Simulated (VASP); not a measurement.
Write the native input for VASP 6.6.1 that does the following.

- Task: single point
- Functional: PBE
- Potentials or basis: VASP PAW PBE potentials, release 64 (W_sv, C)
- Cutoff: 520 eV
- k mesh: 15 × 15 × 15
- Occupations: gaussian, width 0.1 eV
- Spin: no spin polarisation
- Dipole correction: no
- Further INCAR settings: ALGO = Normal; EDIFF = 1e-07; NBANDS = 16

The structure of WC lies in POSCAR:

```
WC
1.0
    2.9220901591      0.0000000000      0.0000000000
   -1.4610450796      2.5306043100      0.0000000000
    0.0000000000      0.0000000000      2.8461980027
W C
1 1
Direct
    0.0000000000      0.0000000000      0.0000000000
    0.3333333333      0.6666666667      0.5000000000
```

One way to write it, as run:

INCAR

```
SYSTEM = WC
PREC = Accurate
ENCUT = 520
EDIFF = 1E-7
ISMEAR = 0
SIGMA = 0.1
LREAL = .False.
LASPH = .True.
NELM = 80
ALGO = Normal
ISIF = 2
LWAVE = .False.
LCHARG = .False.
GGA = PE
NBANDS = 16
```

KPOINTS

```
regular mesh
0
Gamma
  15 15 15
  0 0 0
```

Potentials or basis: VASP PAW PBE potentials, release 64 (W_sv, C).

The run is started by

```bash
$ cat potpaw_PBE.64/W_sv/POTCAR potpaw_PBE.64/C/POTCAR > POTCAR
$ mpirun -np 1 vasp_std > vasp.out
```

It gave:

| Item | Value |
| --- | --- |
| Pressure | 1.1 GPa |
| Band gap on the k mesh | zero (band 9 reaches 11.51 eV, above the bottom of band 10 at 10.32 eV) |

Caveat: spin-orbit coupling is left out, which moves the levels of the heavy elements.

Run time: 30 s on 1 thread of Intel(R) Xeon(R) Platinum 8488C (Sapphire Rapids), with other jobs on the host, peak memory 0.19 GiB.
